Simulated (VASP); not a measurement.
The system is Pb.

```
CELL_PARAMETERS angstrom
-1.97966 1.97966 1.97966
1.97966 -1.97966 1.97966
1.97966 1.97966 -1.97966
ATOMIC_POSITIONS crystal
Pb 0.00000 0.00000 0.00000
```

This isn't the form of Pb at room conditions, which is fcc.

- Program: VASP 6.6.1
- Task: relaxation of cell and atoms
- Functional: PBEsol
- Dispersion: D4
- Potentials or basis: VASP PAW PBE potentials, release 64 (Pb_d)
- Cutoff: 600 eV
- k mesh: 9 × 9 × 9
- Occupations: fermi-dirac, width 0.05 eV
- Spin: no spin polarisation

At the start: pressure -3.2 GPa; volume 31.03 Å³/atom.

Q: How do energy, volume and symmetry change on relaxing?

A: Over 3 steps the energy falls by 23.9 meV/atom and the volume is 28.83 Å³/atom (-7.1 %); space group Im-3m (No. 229, to 0.1 Å) before and after.

The path:
| step | energy change (eV) | largest force (eV/Å) | pressure (GPa) | volume (Å³) |
| --- | --- | --- | --- | --- |
| 1 | 0.0000 | 0.0000 | -3.24 | 31.03 |
| 2 | -0.0222 | 0.0000 | 1.04 | 28.30 |
| 3 | -0.0239 | 0.0000 | 0.00 | 28.83 |

Final structure:
```
Pb
1.0
    -1.93168    1.93168    1.93168
     1.93168   -1.93168    1.93168
     1.93168    1.93168   -1.93168
Pb
1
Direct
  0.00000 0.00000 0.00000
```

Caveat: the PAW data sets were made with another functional, which shifts forces and pressure a little.
